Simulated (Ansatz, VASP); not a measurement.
**One calculation of WS2, two programs**

```
CELL_PARAMETERS angstrom
3.18352 0.00000 0.00000
-1.59176 2.75701 0.00000
0.00000 0.00000 16.95058
ATOMIC_POSITIONS crystal
W 0.27893 0.55785 0.00000
S 0.66667 0.33333 0.90800
S 0.66667 0.33333 0.09200
```

Alike in both runs: task single point; functional PBEsol; k mesh 12 × 12 × 2; occupations gaussian, width 0.05 eV; no spin polarisation.

|  | VASP | Ansatz |
| --- | --- | --- |
| version | VASP 6.6.1 | Ansatz 0.2.0 |
| potentials or method | VASP PAW PBE potentials, release 64 (W_sv, S), cutoff 520 eV | scalar-relativistic, plane waves, PAW |
| valence electrons in the cell | 26 | 26 |

|  | VASP | Ansatz | Ansatz less VASP |
| --- | --- | --- | --- |
| gap on the k mesh at the Fermi level (eV) | 1.11 | 1.11 | +0.001 |
| least direct gap on the mesh (eV) | 1.28 | 1.28 | -0.002 |
| rms of the force components (eV/Å) | 2.258 | 2.253 | -0.0051 |

VASP's potentials were made for PBE, not for PBEsol. Atom by atom the forces differ by 0.010 eV/Å (rms over components). The functional is the same, so the differences come from potentials, cutoffs and numerics.

Neither program's run includes spin-orbit coupling.
